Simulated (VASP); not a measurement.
Wanted: the native input for a VASP 6.6.1 run.

```yaml
Task: single point
Functional: LDA
Potentials_or_basis: VASP PAW LDA potentials, release 64 (Hf_pv, N)
Cutoff: 520 eV
k_mesh: 13 × 13 × 9
Occupations: fermi-dirac, width 0.08 eV
Spin: no spin polarisation
Dipole_correction: no
Further_INCAR_settings: ALGO = Normal; EDIFF = 1e-07; NBANDS = 23
```

The structure of HfN (rocksalt type) lies in POSCAR:

```
HfN
1.0
    2.2340571097      2.2340571097      0.0000000000
   -2.2340571097      2.2340571097      0.0000000000
    0.0000000000      0.0000000000      4.4681142194
Hf N
2 2
Direct
    0.0000000000      0.0000000000      0.0000000000
    0.5000000000      0.5000000000      0.5000000000
    0.5000000000      0.5000000000      0.0000000000
    0.0000000000      0.0000000000      0.5000000000
```

The input as run:

INCAR

```
PREC = Accurate
ENCUT = 520
EDIFF = 1E-7
ISMEAR = -1
SIGMA = 0.08
LREAL = False
LASPH = True
NELM = 80
ALGO = Normal
ISIF = 2
LWAVE = False
LCHARG = False
GGA = CA
NBANDS = 23
```

KPOINTS

```
Automatic mesh
0
Gamma
  13 13 9
```

Potentials or basis: VASP PAW LDA potentials, release 64 (Hf_pv, N).

Launch:

```sh
$ cat potpaw_LDA.64/Hf_pv/POTCAR potpaw_LDA.64/N/POTCAR > POTCAR
$ mpirun -np 1 vasp_std > vasp.out
```

Results of the run:

The pressure is -1.2 GPa and the band gap on the k mesh is zero (bands 15 and 16 overlap by 6.28 eV).

Caveat: spin-orbit coupling is left out, which moves the levels of the heavy elements.

Run time: 51 s on 1 thread of AMD EPYC 9R45 96-Core Processor (Zen 5) (shared host), peak memory 0.2 GiB.
